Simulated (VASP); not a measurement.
A run of VASP 6.6.1:

Contents of INCAR:

```
ALGO     = Normal         # electronic algorithm
EDIFF    = 1E-7           # SCF threshold, eV
EDIFFG   = -0.005         # ionic threshold
ENCUT    = 500            # plane-wave cutoff, eV
GGA_COMPAT= F            
IBRION   = 2              # ionic algorithm
ISIF     = 3              # what is computed and relaxed
ISMEAR   = 0              # smearing method
LASPH    = T              # aspherical terms in the spheres
LCHARG   = F              # write CHGCAR
LREAL    = F              # projectors in reciprocal space
LWAVE    = F              # write WAVECAR
NELM     = 120            # most SCF steps
NELMIN   = 4            
NSW      = 70             # ionic steps
PREC     = Accurate       # precision mode
SIGMA    = 0.02           # smearing width, eV
```

The input KPOINTS:

```
k-points
0
Gamma
  8 8 8
```

File POSCAR:

```
SiSe2
1.0
   -2.9250317313      4.7519660242      2.9184616666
    2.9250317313     -4.7519660242      2.9184616666
    2.9250317313      4.7519660242     -2.9184616666
Si Se
2 4
Direct
    0.7500000000      0.7500000000      0.0000000000
    0.2500000000      0.2500000000      0.0000000000
    0.1261810405      0.2228206306      0.3490016711
    0.8738189595      0.7771793694      0.6509983289
    0.3738189595      0.7228206306      0.0966395901
    0.6261810405      0.2771793694      0.9033604099
```

Potentials or basis: VASP PAW LDA potentials, release 64 (Si, Se).

Command:

```console
$ cat potpaw_LDA.64/Si/POTCAR potpaw_LDA.64/Se/POTCAR > POTCAR
$ mpirun -np 1 vasp_std > vasp.out
```

Hardware: 1 thread of Intel(R) Xeon(R) 6975P-C (Granite Rapids) (shared host).

How long does it take, and how much memory?

Run time: 49 min on 1 thread of Intel(R) Xeon(R) 6975P-C (Granite Rapids) (shared host), peak memory 0.45 GiB. Counts: scf iterations 267, k points 95, ion steps 42.
